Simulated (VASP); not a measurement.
Ti, 2 atoms in the cell. It takes space group P6_3/mmc (No. 194, hexagonal). Conventional cell: a = 2.950 Å, b = 2.950 Å, c = 4.680 Å, α = 90.00°, β = 90.00°, γ = 120.00°. Within 3.8 Å of Ti (site symmetry -6m2) lie 12 Ti at 2.89 to 2.95 Å. 

| Property | Result |
| --- | --- |
| Program | VASP 6.6.1 |
| Task | relaxation of cell and atoms |
| Functional | PBEsol |
| Potentials or basis | VASP PAW PBE potentials, release 64 (Ti_sv) |
| Cutoff | 600 eV |
| k mesh | 10 × 10 × 6 |
| Occupations | fermi-dirac, width 0.05 eV |
| Spin | no spin polarisation |
| Dipole correction | no |
| Further INCAR settings | ALGO = Normal; EDIFF = 1e-06; IBRION = 2; EDIFFG = -0.005; NSW = 80; ISIF = 3 |

Potentials or basis: VASP PAW PBE potentials, release 64 (Ti_sv).

The run is started by

```sh
$ cat potpaw_PBE.64/Ti_sv/POTCAR > POTCAR
$ mpirun -np 1 vasp_std > vasp.out
```

Hardware: 1 thread of Intel(R) Xeon(R) Platinum 8488C (Sapphire Rapids) (shared host).

Problem. How long does it take, and how much memory?

Solution. Wall time 120 s on 1 thread of Intel(R) Xeon(R) Platinum 8488C (Sapphire Rapids), on a shared host, peak memory 0.18 GiB. Counts: scf iterations 66, k points 56, ion steps 8.
